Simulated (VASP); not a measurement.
# Al (I4/mmm) in VASP: a series of runs

The runs below take Al through single point, with LDA.

Everything below comes from runs of VASP 6.6.1. Logs are shortened: lines on timing, memory, paths and dates and some standing lists are left out, and cuts for length are marked.

**1. The cell of the first run**

The structure is tetragonal, space group I4/mmm (No. 139). The conventional cell has a = 3.119 Å, b = 3.119 Å, c = 3.182 Å, α = 90.00°, β = 90.00°, γ = 90.00°. Al (site symmetry 4/mmm) has 14 Al at 2.72 to 3.18 Å within 3.6 Å.

**2. Single point, LDA (strain -0.0200 x Voigt [1, 1, 0, 0, 0, 0])**

Contents of INCAR:

```
  PREC = Accurate
  ENCUT = 520
  EDIFF = 1E-7
  ISMEAR = 1
  SIGMA = 0.2
  LREAL = F
  LASPH = T
  NELM = 60
  ALGO = Fast
  ISIF = 2
  LWAVE = F
  LCHARG = T
  LELF = T
  LVHAR = T
  NBANDS = 8
```

Contents of KPOINTS:

```
regular mesh
0
Gamma
  20 20 20
```

Contents of POSCAR:

```
Al
1.0
   -1.5593943162      1.5593943162      1.5912186900
    1.5593943162     -1.5593943162      1.5912186900
    1.5593943162      1.5593943162     -1.5912186900
Al
1
Direct
    0.0000000000      0.0000000000      0.0000000000
```

Potentials or basis: VASP PAW LDA potentials, release 64 (Al).

On the command line:

```bash
$ cat potpaw_LDA.64/Al/POTCAR > POTCAR
$ mpirun -np 1 vasp_std > vasp.out
```

OUTCAR:

```text
PREC = Accurate
   ENCUT = 520
   EDIFF = 1E-7
   ISMEAR = 1
   LREAL = F
   LASPH = T
   NELM = 60
   ISIF = 2

 ion  position               nearest neighbor table
   1  0.000  0.000  0.000-

  LATTYP: Found a body centered tetragonal cell.
 ALAT       =     3.1187886324
 C/A-ratio  =     1.0204081633

  Lattice vectors:

 A1 = (  -1.5593943162,   1.5593943162,   1.5912186900)
 A2 = (   1.5593943162,  -1.5593943162,   1.5912186900)
 A3 = (   1.5593943162,   1.5593943162,  -1.5912186900)

Analysis of symmetry for initial positions (statically):
=====================================================================
 Subroutine PRICEL returns:
 Original cell was already a primitive cell.

 Routine SETGRP: Setting up the symmetry group for a
 body centered tetragonal supercell.

 Subroutine GETGRP returns: Found 16 space group operations
 (whereof 16 operations were pure point group operations)
 out of a pool of 16 trial point group operations.

The static configuration has the point symmetry D_4h.

Analysis of symmetry for dynamics (positions and initial velocities):
=====================================================================
 Subroutine PRICEL returns:
 Original cell was already a primitive cell.

 Routine SETGRP: Setting up the symmetry group for a
 body centered tetragonal supercell.

 Subroutine GETGRP returns: Found 16 space group operations
 (whereof 16 operations were pure point group operations)
 out of a pool of 16 trial point group operations.

The dynamic configuration has the point symmetry D_4h.

 Subroutine INISYM returns: Found 16 space group operations
 (whereof 16 operations are pure point group operations),
 and found     1 'primitive' translations

----------------------------------------------------------------------------------------

                                     Primitive cell

  volume of cell :      15.4775

  direct lattice vectors                    reciprocal lattice vectors
    -1.559394316  1.559394316  1.591218690     0.000000000  0.320637311  0.314224565
     1.559394316 -1.559394316  1.591218690     0.320637311  0.000000000  0.314224565
     1.559394316  1.559394316 -1.591218690     0.320637311  0.320637311  0.000000000

  length of vectors
     2.719448140  2.719448140  2.719448140     0.448938038  0.448938038  0.453449634

  position of ions in fractional coordinates (direct lattice)
     0.000000000  0.000000000  0.000000000

  ion indices of the primitive-cell ions
   primitive index   ion index
[... 76 lines left out ...]
   NSW    =      0    number of steps for IOM
   IBRION =     -1    ionic relax: 0-MD 1-quasi-New 2-CG
   NFREE  =      0    steps in history (QN), initial steepest desc. (CG)
   ISIF   =      2    stress and relaxation
   ISYM   =      2    0-nonsym 1-usesym 2-fastsym
   POTIM  = 0.5000    time-step for ionic-motion
   TEBEG  =    0.0;   TEEND  =   0.0 temperature during run
   PSTRESS=    0.0 pullay stress
   NELECT =       3.0000    total number of electrons
   NUPDOWN=      -1.0000    fix difference up-down
   EMIN   =  10.00;   EMAX   =-10.00  energy-range for DOS
   EFERMI =   0.00;   METHOD = LEGACY
   ISMEAR =     1;   SIGMA  =   0.20  broadening in eV -4-tet -1-fermi 0-gaus
   EFERMI_NEDOS =   21; number of points for ismear=-14 and -15
   IALGO  =     68    algorithm
   IMIX   =      4    mixing-type and parameters
     AMIX     =   0.40;   BMIX     =  1.00
     AMIX_MAG =   1.60;   BMIX_MAG =  1.00
  volume/ion in A,a.u.               =      15.48       104.45
  Fermi-wavevector in a.u.,A,eV,Ry     =   0.947432  1.790387 12.212959  0.897627
  Thomas-Fermi vector in A             =   2.075525
   LORBIT       =      0    0 simple, 1 ext, 2 COOP (PROOUT), +10 PAW based schemes
   GGA     = CA    functional components
   LHFCALC =     F    Hartree Fock is set to
   AEXX    =    0.0000 exact exchange contribution
   IVDW    =     0    specifies the selected vdW correction
   LEPSILON=     F    determine dielectric tensor
   LRPA    =     F    only Hartree local field effects (RPA)
 non-spin polarized calculation
 RMM-DIIS sequential band-by-band and
 Methfessel and Paxton  Order N= 1 SIGMA  =   0.20
  energy-cutoff  :      520.00
  volume of cell :       15.48
 maximum number of plane-waves:       430
   NGX = 11   NGY = 11   NGZ = 11

 number of electron       3.0000000 magnetization

 Free energy of the ion-electron system (eV)
  ---------------------------------------------------
  ext. energy  EPLUGINS =         0.00000000
  ---------------------------------------------------
  free energy    TOTEN  =        -4.08271433 eV

  energy without entropy =       -4.08232657  energy(sigma->0) =       -4.08258508

 E-fermi :   8.4819     XC(G=0): -10.5864

 val. band max:        8.4777015837   @ k =   0.2500   0.2500   0.1500
 cond. band min:       8.4846579310   @ k =   0.3000   0.1000   0.0500
 fundamental gap:      0.0069563474
 Fermi energy:         8.4818616984

 k-point     1 :       0.0000    0.0000    0.0000
  band No.  band energies     occupation
      1      -3.0717      2.00000
      2      21.8995      0.00000
      3      21.8995      0.00000
      4      22.3815      0.00000
      5      23.7171      0.00000
      6      23.9101      0.00000
      7      23.9101      0.00000
      8      24.9588      0.00000
[... 243 lines left out ...]
 k-point    24 :      -0.3500    0.0500   -0.0000
  band No.  band energies     occupation
      1       0.1009      2.00000
      2       9.9591     -0.00000
      3      16.7609      0.00000
      4      17.8842      0.00000
      5      20.3691      0.00000
      6      21.7861      0.00000
      7      26.4037      0.00000
      8      29.0232      0.00000

 [... further k-points ...]

------------------------ aborting loop because EDIFF is reached ----------------------------------------

  FORCE on cell =-STRESS in cart. coord.  units (eV):
  Direction    XX          YY          ZZ          XY          YZ          ZX
  --------------------------------------------------------------------------------------
  -------------------------------------------------------------------------------------
  Total        0.3347447      0.3347447      0.4470955      0.0000000     -0.0000000      0.0000000
  in kB       34.6515402     34.6515402     46.2816784      0.0000000     -0.0000000      0.0000000
  external PRESSURE =      38.5282529 kB  Pullay stress =       0.0000000 kB

 VOLUME and BASIS-vectors are now :
 -----------------------------------------------------------------------------
  energy-cutoff  :      520.00
  volume of cell :       15.48
      direct lattice vectors                 reciprocal lattice vectors
    -1.559394316  1.559394316  1.591218690     0.000000000  0.320637311  0.314224565
     1.559394316 -1.559394316  1.591218690     0.320637311  0.000000000  0.314224565
     1.559394316  1.559394316 -1.591218690     0.320637311  0.320637311  0.000000000

 POSITION                                       TOTAL-FORCE (eV/Angst)
 -----------------------------------------------------------------------------------
      0.00000      0.00000      0.00000        -0.000000      0.000000     -0.000000
 -----------------------------------------------------------------------------------
    total drift:                                0.000000     -0.000000     -0.000000

  FREE ENERGIE OF THE ION-ELECTRON SYSTEM (eV)
  ---------------------------------------------------
  free  energy   TOTEN  =        -4.0827143303 eV

  energy  without entropy=       -4.0823265707  energy(sigma->0) =       -4.08258508
```

OSZICAR:

```text
N       E                     dE             d eps       ncg     rms          rms(c)
DAV:   1    -0.264033478648E+01   -0.26403E+01   -0.93715E+02 10360   0.212E+02
DAV:   2    -0.410797483692E+01   -0.14676E+01   -0.14085E+01 14384   0.193E+01
DAV:   3    -0.411468181469E+01   -0.67070E-02   -0.67029E-02 12256   0.143E+00
DAV:   4    -0.411469401684E+01   -0.12202E-04   -0.12203E-04 15456   0.584E-02
DAV:   5    -0.411469404208E+01   -0.25248E-07   -0.25548E-07 12392   0.162E-03    0.143E+00
RMM:   6    -0.409511096635E+01    0.19583E-01   -0.17468E-03 10256   0.193E-01    0.811E-01
RMM:   7    -0.408269502217E+01    0.12416E-01   -0.47939E-03 11857   0.316E-01    0.137E-01
RMM:   8    -0.408271028532E+01   -0.15263E-04   -0.32873E-04 11278   0.106E-01    0.435E-02
RMM:   9    -0.408271466732E+01   -0.43820E-05   -0.32476E-05 11311   0.385E-02    0.124E-02
RMM:  10    -0.408271429372E+01    0.37359E-06   -0.34887E-06 11766   0.109E-02    0.374E-03
RMM:  11    -0.408271433026E+01   -0.36536E-07   -0.64292E-07 11550   0.489E-03
   1 F= -.40827143E+01 E0= -.40825851E+01  d E =-.387760E-03
```

stdout:

```text
POSCAR found type information on POSCAR Al
 POSCAR found :  1 types and       1 ions
 scaLAPACK will be used
 LDA part: xc-table for (Slater(with rela. corr.)+CA(PZ))
 , standard interpolation
 POSCAR, INCAR and KPOINTS ok, starting setup
 FFT: planning ... GRIDC
 FFT: planning ... GRID_SOFT
 FFT: planning ... GRID
 WAVECAR not read
 entering main loop
```

Run time: 21 s. Hardware: 1 thread of Intel Xeon 6975P-C (Granite Rapids), shared host; peak memory 0.17 GiB.

Results:

```
Free energy : -4.0827 eV
Pressure    : 3.9 GPa
```

Caveat: the cell differs from its parent crystal (strain -0.0200 x Voigt [1, 1, 0, 0, 0, 0]).

**3. Single point, LDA (strain -0.0150 x Voigt [1, 1, 0, 0, 0, 0])**

Contents of INCAR:

```
ALGO     = Normal         # electronic algorithm
EDIFF    = 1E-6           # SCF threshold, eV
ENCUT    = 520            # plane-wave cutoff, eV
ISIF     = 2              # what is computed and relaxed
ISMEAR   = 1              # smearing method
LASPH    = T              # aspherical terms in the spheres
LCHARG   = T              # write CHGCAR
LELF     = T              # ELF
LREAL    = F              # projectors in reciprocal space
LVHAR    = T            
LWAVE    = F              # write WAVECAR
NBANDS   = 8              # bands
NELM     = 80             # most SCF steps
PREC     = Accurate       # precision mode
SIGMA    = 0.2            # smearing width, eV
```

Contents of KPOINTS:

```
k-points
0
Gamma
  20 20 20
```

Contents of POSCAR:

```
Al
1.0
   -1.5673504096      1.5673504096      1.5912186900
    1.5673504096     -1.5673504096      1.5912186900
    1.5673504096      1.5673504096     -1.5912186900
Al
1
Direct
    0.0000000000      0.0000000000      0.0000000000
```

Potentials or basis: VASP PAW LDA potentials, release 64 (Al).

On the command line:

```bash
$ cat potpaw_LDA.64/Al/POTCAR > POTCAR
$ mpirun -np 1 vasp_std > vasp.out
```

OUTCAR:

```text
EDIFF = 1E-6
   ENCUT = 520
   ISIF = 2
   ISMEAR = 1
   LASPH = T
   LREAL = F
   NELM = 80
   PREC = Accurate

 ion  position               nearest neighbor table
   1  0.000  0.000  0.000-

  LATTYP: Found a body centered tetragonal cell.
 ALAT       =     3.1347008192
 C/A-ratio  =     1.0152284264

  Lattice vectors:

 A1 = (  -1.5673504096,   1.5673504096,   1.5912186900)
 A2 = (   1.5673504096,  -1.5673504096,   1.5912186900)
 A3 = (   1.5673504096,   1.5673504096,  -1.5912186900)

Analysis of symmetry for initial positions (statically):
=====================================================================
 Subroutine PRICEL returns:
 Original cell was already a primitive cell.

 Routine SETGRP: Setting up the symmetry group for a
 body centered tetragonal supercell.

 Subroutine GETGRP returns: Found 16 space group operations
 (whereof 16 operations were pure point group operations)
 out of a pool of 16 trial point group operations.

The static configuration has the point symmetry D_4h.

Analysis of symmetry for dynamics (positions and initial velocities):
=====================================================================
 Subroutine PRICEL returns:
 Original cell was already a primitive cell.

 Routine SETGRP: Setting up the symmetry group for a
 body centered tetragonal supercell.

 Subroutine GETGRP returns: Found 16 space group operations
 (whereof 16 operations were pure point group operations)
 out of a pool of 16 trial point group operations.

The dynamic configuration has the point symmetry D_4h.

 Subroutine INISYM returns: Found 16 space group operations
 (whereof 16 operations are pure point group operations),
 and found     1 'primitive' translations

----------------------------------------------------------------------------------------

                                     Primitive cell

[... 103 lines left out ...]
   ISMEAR =     1;   SIGMA  =   0.20  broadening in eV -4-tet -1-fermi 0-gaus
   EFERMI_NEDOS =   21; number of points for ismear=-14 and -15
   IALGO  =     38    algorithm
   IMIX   =      4    mixing-type and parameters
     AMIX     =   0.40;   BMIX     =  1.00
     AMIX_MAG =   1.60;   BMIX_MAG =  1.00
  volume/ion in A,a.u.               =      15.64       105.52
  Fermi-wavevector in a.u.,A,eV,Ry     =   0.944223  1.784323 12.130370  0.891557
  Thomas-Fermi vector in A             =   2.072007
   LORBIT       =      0    0 simple, 1 ext, 2 COOP (PROOUT), +10 PAW based schemes
   GGA     = CA    functional components
   LHFCALC =     F    Hartree Fock is set to
   AEXX    =    0.0000 exact exchange contribution
   IVDW    =     0    specifies the selected vdW correction
   LEPSILON=     F    determine dielectric tensor
   LRPA    =     F    only Hartree local field effects (RPA)
 non-spin polarized calculation
 Methfessel and Paxton  Order N= 1 SIGMA  =   0.20
  energy-cutoff  :      520.00
  volume of cell :       15.64
 maximum number of plane-waves:       433
   NGX = 11   NGY = 11   NGZ = 11

 number of electron       3.0000000 magnetization

 Free energy of the ion-electron system (eV)
  ---------------------------------------------------
  ext. energy  EPLUGINS =         0.00000000
  ---------------------------------------------------
  free energy    TOTEN  =        -4.08573998 eV

  energy without entropy =       -4.08539330  energy(sigma->0) =       -4.08562442

 E-fermi :   8.3719     XC(G=0): -10.5481

 val. band max:        8.3672554754   @ k =   0.5000   0.5000   0.4000
 cond. band min:       8.3764403656   @ k =  -0.2500  -0.3000   0.0500
 fundamental gap:      0.0091848901
 Fermi energy:         8.3718587963

 k-point     1 :       0.0000    0.0000    0.0000
  band No.  band energies     occupation
      1      -3.1098      2.00000
      2      21.7649      0.00000
      3      21.7649      0.00000
      4      22.1237      0.00000
      5      23.4859      0.00000
      6      23.6330      0.00000
      7      23.6330      0.00000
      8      24.8433      0.00000
[... 243 lines left out ...]
 k-point    24 :      -0.3500    0.0500    0.0000
  band No.  band energies     occupation
      1       0.0447      2.00000
      2       9.8645     -0.00000
      3      16.5454      0.00000
      4      17.7012      0.00000
      5      20.1234      0.00000
      6      21.5831      0.00000
      7      26.2739      0.00000
      8      28.7646      0.00000

 [... further k-points ...]
[... 5 lines left out ...]
  --------------------------------------------------------------------------------------
  -------------------------------------------------------------------------------------
  Total        0.2589999      0.2589999      0.3486427      0.0000000      0.0000000      0.0000000
  in kB       26.5392205     26.5392205     35.7247451      0.0000000      0.0000000      0.0000000
  external PRESSURE =      29.6010621 kB  Pullay stress =       0.0000000 kB

 VOLUME and BASIS-vectors are now :
 -----------------------------------------------------------------------------
  energy-cutoff  :      520.00
  volume of cell :       15.64
      direct lattice vectors                 reciprocal lattice vectors
    -1.567350410  1.567350410  1.591218690     0.000000000  0.319009710  0.314224565
     1.567350410 -1.567350410  1.591218690     0.319009710  0.000000000  0.314224565
     1.567350410  1.567350410 -1.591218690     0.319009710  0.319009710  0.000000000

 POSITION                                       TOTAL-FORCE (eV/Angst)
 -----------------------------------------------------------------------------------
      0.00000      0.00000      0.00000         0.000000     -0.000000      0.000000
 -----------------------------------------------------------------------------------
    total drift:                                0.000000      0.000000      0.000000

  FREE ENERGIE OF THE ION-ELECTRON SYSTEM (eV)
  ---------------------------------------------------
  free  energy   TOTEN  =        -4.0857399801 eV

  energy  without entropy=       -4.0853933013  energy(sigma->0) =       -4.08562442
```

OSZICAR:

```text
N       E                     dE             d eps       ncg     rms          rms(c)
DAV:   1    -0.261961681376E+01   -0.26196E+01   -0.89267E+02 10328   0.208E+02
DAV:   2    -0.411061267676E+01   -0.14910E+01   -0.14336E+01 14272   0.195E+01
DAV:   3    -0.411730050491E+01   -0.66878E-02   -0.66800E-02 12672   0.143E+00
DAV:   4    -0.411731275183E+01   -0.12247E-04   -0.12247E-04 15184   0.572E-02
DAV:   5    -0.411731277164E+01   -0.19818E-07   -0.19762E-07 12840   0.150E-03    0.141E+00
DAV:   6    -0.409798122530E+01    0.19332E-01   -0.28483E-03 11256   0.206E-01    0.781E-01
DAV:   7    -0.408576694644E+01    0.12214E-01   -0.70330E-03 11424   0.317E-01    0.164E-01
DAV:   8    -0.408574006889E+01    0.26878E-04   -0.30885E-05 14240   0.350E-02    0.135E-02
DAV:   9    -0.408573998014E+01    0.88748E-07   -0.15035E-07 12544   0.197E-03
   1 F= -.40857400E+01 E0= -.40856244E+01  d E =-.346679E-03
```

stdout:

```text
POSCAR found type information on POSCAR Al
 POSCAR found :  1 types and       1 ions
 scaLAPACK will be used
 LDA part: xc-table for (Slater(with rela. corr.)+CA(PZ))
 , standard interpolation
 POSCAR, INCAR and KPOINTS ok, starting setup
 FFT: planning ... GRIDC
 FFT: planning ... GRID_SOFT
 FFT: planning ... GRID
 WAVECAR not read
 entering main loop
```

Run time: 17 s. Hardware: 1 thread of Intel Xeon 6975P-C (Granite Rapids), shared host; peak memory 0.16 GiB.

What came out:

```
Free energy : -4.0857 eV
Pressure    : 3.0 GPa
```

Stress tensor (GPa, compression positive):
```
2.65 0.00 0.00
0.00 2.65 0.00
0.00 0.00 3.57
```

Caveat: the cell differs from its parent crystal (strain -0.0150 x Voigt [1, 1, 0, 0, 0, 0]).

**4. Single point, LDA (strain -0.0100 x Voigt [1, 1, 0, 0, 0, 0])**

Contents of INCAR:

```
SYSTEM = Al
PREC = Accurate
ENCUT = 520
EDIFF = 1E-6
ISMEAR = 1
SIGMA = 0.2
LREAL = .False.
LASPH = .True.
NELM = 100
ALGO = Normal
ISIF = 2
LWAVE = .False.
LCHARG = .True.
LELF = .True.
LVHAR = .True.
NBANDS = 8
```

Contents of KPOINTS:

```
Automatic mesh
0
Gamma
  20 20 20
  0 0 0
```

Contents of POSCAR:

```
Al
1.0
   -1.5753065031      1.5753065031      1.5912186900
    1.5753065031     -1.5753065031      1.5912186900
    1.5753065031      1.5753065031     -1.5912186900
Al
1
Direct
    0.0000000000      0.0000000000      0.0000000000
```

On the command line:

```bash
$ cat potpaw_LDA.64/Al/POTCAR > POTCAR
$ mpirun -np 1 vasp_std > vasp.out
```

It took 17 s on 1 thread of Intel Xeon 6975P-C (Granite Rapids), shared host; peak memory 0.16 GiB.

It converged, with:

```yaml
Free_energy: -4.0880 eV
Pressure: 2.1 GPa
```

Stress tensor (GPa, compression positive):
```
1.90 0.00 0.00
0.00 1.90 0.00
0.00 0.00 2.52
```

Levels at points of the mesh, in eV from the Fermi level:
```csv
k point,band 1,band 2,band 3,band 4
"(0.00, 0.00, 0.00)",-11.41,13.37,13.37,13.61
"(0.50, 0.00, 0.00)",-4.47,-3.96,8.43,8.44
"(0.50, 0.50, 0.00)",-4.42,-3.87,8.23,8.24
"(0.50, 0.50, 0.50)",1.72,2.00,2.00,2.91
```

Caveat: the cell differs from its parent crystal (strain -0.0100 x Voigt [1, 1, 0, 0, 0, 0]).

**5. The runs side by side**

| cell | gap on the mesh (eV) | pressure (GPa) |
| --- | --- | --- |
| a = 2.719 Å, angles 110.0, 110.0, 108.4°, 1 atom | none | 3.9 |
| a = 2.729 Å, angles 109.9, 109.9, 108.7°, 1 atom | none | 3.0 |
| a = 2.738 Å, angles 109.7, 109.7, 108.9°, 1 atom | none | 2.1 |

Alike in all rows: task single point; level LDA; potentials or basis VASP PAW LDA potentials, release 64 (Al); no spin polarisation; k mesh 20 × 20 × 20; cutoff (eV) 520; smearing methfessel-paxton 0.2 eV.

Total energies depend on the potentials used, so only differences within one code and one set of settings carry meaning.
